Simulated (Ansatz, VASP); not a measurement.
**Cr in VASP and in Ansatz**

File INCAR:

```
SYSTEM = Cr
PREC = Accurate ; ENCUT = 520
EDIFF = 1E-6 ; ISMEAR = -1
SIGMA = 0.3 ; LREAL = .False.
LASPH = .True. ; NELM = 80
ALGO = Normal ; ISIF = 2
LWAVE = .False. ; LCHARG = .False.
GGA = CA ; NBANDS = 12
```

KPOINTS

```
regular mesh
0
Gamma
  16 16 16
  0 0 0
```

POSCAR

```
Cr
1.0
   -1.3942485114      1.3942485114      1.3942485114
    1.3942485114     -1.3942485114      1.3942485114
    1.3942485114      1.3942485114     -1.3942485114
Cr
1
Direct
    0.0000000000      0.0000000000      0.0000000000
```

Input for Ansatz:

```yaml
crystal:
  lattice:
    - [-1.3942485114, 1.3942485114, 1.3942485114]
    - [1.3942485114, -1.3942485114, 1.3942485114]
    - [1.3942485114, 1.3942485114, -1.3942485114]
  atoms:
    - { symbol: Cr, position: [0.0, 0.0, 0.0] }
hamiltonian:
  xc: lda
  pseudopotentials:
    kind: paw
    azcp:
      Cr: "pseudopotentials/Cr.paw.azcp"
basis:
  ecutwfc: 420
  fft_grid_basis: typed
kpoints:
  mp_grid: { grid: [16, 16, 16], shift: [0, 0, 0] }
magnetization:
  spin_polarized: false
scf:
  occupations: { method: fermi_dirac, width: 0.3 }
  lower_state_search: "off"
output:
  stress: true
  write_density: true
  write_potential: true
  elf: true
  volumetric_format: npy
```

Alike in both runs: task single point; functional LDA; k mesh 16 × 16 × 16; occupations fermi-dirac, width 0.3 eV; no spin polarisation.

```csv
,VASP,Ansatz
version,VASP 6.6.1,Ansatz 0.2.0
potentials or method,"VASP PAW LDA potentials, release 64 (Cr_pv), cutoff 520 eV","plane waves (420 eV) with PAW, scalar-relativistic"
valence electrons in the cell,12,14
```

VASP gave:

- pressure (GPa): 2.4

Question: What did Ansatz give for the same quantities?

Answer: Pressure (GPa): 2.2.

Ansatz warns that its potentials were made for another functional, while VASP's fit it. LDA's correlation is that of Perdew and Zunger in VASP and of Perdew and Wang (1992) in Ansatz. VASP's potentials hold 12 valence electrons a cell and Ansatz's 14, so a difference there can come from the potentials and not from the codes.
